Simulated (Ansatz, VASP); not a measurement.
PbSe: VASP beside Ansatz

```xyz
4
Lattice="4.4441 0.0000 0.0000 -0.0104 4.4441 0.0000 -2.2169 -2.2221 12.0803" Properties=species:S:1:pos:R:3 pbc="T T T"
Pb    2.2063    2.2135    7.4710
Pb   -0.0256    0.0383    4.6192
Se   -0.1080    0.0513    7.5284
Se    2.1958    2.2706    4.5659
```

Change from the starting cell: volume scaled by 1.02.

Alike in both runs: task single point; functional LDA; k mesh 6 × 6 × 3; occupations fermi-dirac, width 0.05 eV; no spin polarisation.

|  | VASP | Ansatz |
| --- | --- | --- |
| version | VASP 6.6.1 | Ansatz 0.2.0 |
| potentials or method | VASP PAW LDA potentials, release 64 (Pb_d, Se), cutoff 520 eV | all-electron LAPW, scalar-relativistic |

```tsv
	VASP	Ansatz	Ansatz less VASP
gap on the k mesh at the Fermi level (eV)	1.46	1.46	+0.005
least direct gap on the mesh (eV)	1.46	1.46	+0.005
rms of the force components (eV/Å)	0.342	0.350	+0.0081
```

LDA's correlation is that of Perdew and Zunger in VASP and of Perdew and Wang (1992) in Ansatz. Atom by atom the forces differ by 0.009 eV/Å (rms over components). Ansatz ran all-electron here, and VASP with PAW potentials.

Neither program's run includes spin-orbit coupling.
